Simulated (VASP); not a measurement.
The system is CsPbCl3.

```
Pb Cs Cl
1.0
     5.60500    0.00000    0.00000
     0.00000    5.60500    0.00000
     0.00000    0.00000    5.60500
Pb Cs Cl
1 1 3
Cartesian
  2.8025 2.8025 2.8025
  0.0000 0.0000 0.0000
  2.8025 0.0000 2.8025
  0.0000 2.8025 2.8025
  2.8025 2.8025 0.0000
```

Base run:

- Program: VASP 6.6.1
- Functional: revPBE
- Potentials or basis: VASP PAW PBE potentials, release 64 (Pb_d, Cs_sv, Cl)
- Cutoff: 520 eV
- k mesh: 5 × 5 × 5
- Occupations: fermi-dirac, width 0.05 eV
- Spin: no spin polarisation

Its results: band gap on the k mesh 3.04 eV; pressure 2.9 GPa.

Q: After a change of settings the same cell gave: band gap on the k mesh 2.78 eV; pressure -1.2 GPa. Which change was it?
A. functional from revPBE to PBE; k mesh from 5 × 5 × 5 to 9 × 9 × 9
B. functional from revPBE to RPBE; further incar settings from ALGO = Normal; EDIFF = 1e-06; NBANDS = 30 to ALGO = Normal; EDIFF = 1e-07; NBANDS = 30
C. functional from revPBE to b88 exchange, pbe correlation; cutoff from 520 eV to 500 eV
D. functional from revPBE to LDA; potentials or basis from VASP PAW PBE potentials, release 64 (Pb_d, Cs_sv, Cl) to VASP PAW LDA potentials, release 64 (Pb_d, Cs_sv, Cl)

A: D.

Caveats: spin-orbit coupling is left out, which moves the levels of the heavy elements; an odd mesh through Γ misses points on the zone boundary, where band edges can lie; the PAW data sets were made with another functional, which shifts forces and pressure a little (at least some runs).
